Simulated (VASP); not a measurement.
Wanted: the native input for a VASP 6.6.1 run.

| Quantity | Value |
| --- | --- |
| Task | single point |
| Functional | PBE |
| Potentials or basis | VASP PAW PBE potentials, release 64 (Fe, Si) |
| Cutoff | 520 eV |
| k mesh | 6 × 6 × 6 |
| Occupations | gaussian, width 0.01 eV |
| Spin | no spin polarisation |
| Dipole correction | no |
| Further INCAR settings | ALGO = Normal; EDIFF = 1e-07; NBANDS = 34 |

The structure of FeSi lies in POSCAR:

```
FeSi
1.0
    4.3572485142      0.0000000000      0.0000000000
    0.0000000000      4.3572485142      0.0000000000
    0.0000000000      0.0000000000      4.3572485142
Fe Si
4 4
Direct
    0.1360028767      0.1360028767      0.1360028767
    0.3639971233      0.8639971233      0.6360028767
    0.6360028767      0.3639971233      0.8639971233
    0.8639971233      0.6360028767      0.3639971233
    0.8407333115      0.8407333115      0.8407333115
    0.6592666885      0.1592666885      0.3407333115
    0.3407333115      0.6592666885      0.1592666885
    0.1592666885      0.3407333115      0.6592666885
```

The input as run:

INCAR

```
PREC = Accurate
ENCUT = 520
EDIFF = 1E-7
ISMEAR = 0
SIGMA = 0.01
LREAL = False
LASPH = True
NELM = 80
ALGO = Normal
ISIF = 2
LWAVE = False
LCHARG = False
GGA = PE
NBANDS = 34
```

KPOINTS

```
Automatic mesh
0
Gamma
  6 6 6
```

Potentials or basis: VASP PAW PBE potentials, release 64 (Fe, Si).

The run is started by

```sh
$ cat potpaw_PBE.64/Fe/POTCAR potpaw_PBE.64/Si/POTCAR > POTCAR
$ mpirun -np 1 vasp_std > vasp.out
```

It gave:

```json
{"Pressure": "16.7 GPa", "Largest force": "0.311 eV/Å", "Band gap on the k mesh": "0.19 eV"}
```

Caveat: the cell stands under pressure.

Run time: 26 s on 1 thread of Intel(R) Xeon(R) 6975P-C (Granite Rapids) (shared host), peak memory 0.2 GiB.
